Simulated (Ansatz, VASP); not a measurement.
One calculation of BaTiO3, two programs

Contents of INCAR:

```
PREC = Accurate
ENCUT = 520
EDIFF = 1E-6
ISMEAR = 0
SIGMA = 0.05
LREAL = False
LASPH = True
NELM = 100
ALGO = Normal
ISIF = 2
LWAVE = False
LCHARG = False
GGA = PE
NBANDS = 28
```

Contents of KPOINTS:

```
regular mesh
0
Gamma
  8 8 6
```

POSCAR

```
BaTiO3
1.0
    4.0451339662      0.0000000000      0.0000000000
    0.0000000000      4.0451339662      0.0000000000
    0.0000000000      0.0000000000      4.1387801373
Ba Ti O
1 1 3
Direct
    0.0000000000      0.0000000000      0.9863187693
    0.5000000000      0.5000000000      0.4690806688
    0.5000000000      0.5000000000      0.0378497747
    0.5000000000      0.0000000000      0.5173753936
    0.0000000000      0.5000000000      0.5173753936
```

Input for Ansatz:

```yaml
crystal:
  lattice:
    - [4.0451339662, 0.0, 0.0]
    - [0.0, 4.0451339662, 0.0]
    - [0.0, 0.0, 4.1387801373]
  atoms:
    - { symbol: Ba, position: [0.0, 0.0, 0.9863187693] }
    - { symbol: Ti, position: [0.5, 0.5, 0.4690806688] }
    - { symbol: O, position: [0.5, 0.5, 0.0378497747] }
    - { symbol: O, position: [0.5, 0.0, 0.5173753936] }
    - { symbol: O, position: [0.0, 0.5, 0.5173753936] }
basis:
  ecutwfc: 420
kpoints:
  mp_grid: { grid: [8, 8, 6] }
hamiltonian:
  xc: pbe
scf:
  occupations: { method: gaussian, width: 0.05 }
output:
  forces: true
  stress: true
  eigenvalues: true
```

Change from the starting cell: strain +0.015 along x and y, -0.015 along z, atoms carried along.

Alike in both runs: task single point; functional PBE; k mesh 8 × 8 × 6; occupations gaussian, width 0.05 eV; no spin polarisation.

|  | VASP | Ansatz |
| --- | --- | --- |
| version | VASP 6.6.1 | Ansatz 0.2.0 |
| potentials or method | VASP PAW PBE potentials, release 64 (Ba_sv, Ti_sv, O), cutoff 520 eV | scalar-relativistic, plane waves, PAW |
| valence electrons in the cell | 40 | 40 |

Ansatz gave:

```
gap on the k mesh at the Fermi level (eV)                     : 1.83
least direct gap on the mesh (eV)                             : 2.32
pressure (GPa)                                                : -2.1
traceless stress, the component that is largest in VASP (GPa) : 3.37
rms of the force components (eV/Å)                            : 0.131
```

**Question.** What did VASP give for the same quantities?

**Answer.** gap on the k mesh at the Fermi level (eV): 1.77; least direct gap on the mesh (eV): 2.28; pressure (GPa): -0.6; traceless stress, the component that is largest in VASP (GPa): 3.52; rms of the force components (eV/Å): 0.170.

Atom by atom the forces differ by 0.041 eV/Å (rms over components).

Spin-orbit coupling is off throughout.
